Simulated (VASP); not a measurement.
Set up this calculation in VASP 6.6.1, as the native input.

```yaml
Task: single point
Functional: PBEsol
Potentials_or_basis: VASP PAW PBE potentials, release 64 (Si)
Cutoff: 520 eV
k_mesh: 10 × 10 × 10
Occupations: gaussian, width 0.15 eV
Spin: no spin polarisation
Dipole_correction: no
Further_INCAR_settings: ALGO = Normal; EDIFF = 1e-06; NBANDS = 26
```

The structure of Si lies in POSCAR:

```
Si
1.0
   -3.2783623406      3.2783623406      3.6104604457
    3.2783623406     -3.2783623406      3.6104604457
    3.2783623406      3.2783623406     -3.6104604457
Si
8
Direct
    0.2047947401      0.2047947401      0.2047947401
    0.5000000000      0.0000000000      0.2952052599
    0.2952052599      0.5000000000      0.0000000000
    0.0000000000      0.2952052599      0.5000000000
    0.7952052599      0.7952052599      0.7952052599
    0.5000000000      0.0000000000      0.7047947401
    0.7047947401      0.5000000000      0.0000000000
    0.0000000000      0.7047947401      0.5000000000
```

The input as run:

INCAR

```
SYSTEM = Si
PREC = Accurate
ENCUT = 520
EDIFF = 1E-6
ISMEAR = 0
SIGMA = 0.15
LREAL = .FALSE.
LASPH = .TRUE.
NELM = 60
ALGO = Normal
ISIF = 2
LWAVE = .FALSE.
LCHARG = .FALSE.
GGA = PS
NBANDS = 26
```

KPOINTS

```
Automatic mesh
0
G
  10 10 10
  0 0 0
```

Potentials or basis: VASP PAW PBE potentials, release 64 (Si).

The run is started by

```bash
$ cat potpaw_PBE.64/Si/POTCAR > POTCAR
$ mpirun -np 1 vasp_std > vasp.out
```

It gave:

```yaml
Pressure: -6.2 GPa
Largest_force: 0.498 eV/Å
Band_gap_on_the_k_mesh: zero (bands 16 and 17 overlap by 0.29 eV)
```

Caveat: the stress differs along the axes, from -15 to -2 GPa; semilocal functionals underestimate gaps, and a narrow one can read as zero; the PAW data sets were made with another functional, which shifts forces and pressure a little.

Run time: 5.3 min on 1 thread of Intel(R) Xeon(R) 6975P-C (Granite Rapids), with other jobs on the host, peak memory 0.62 GiB.
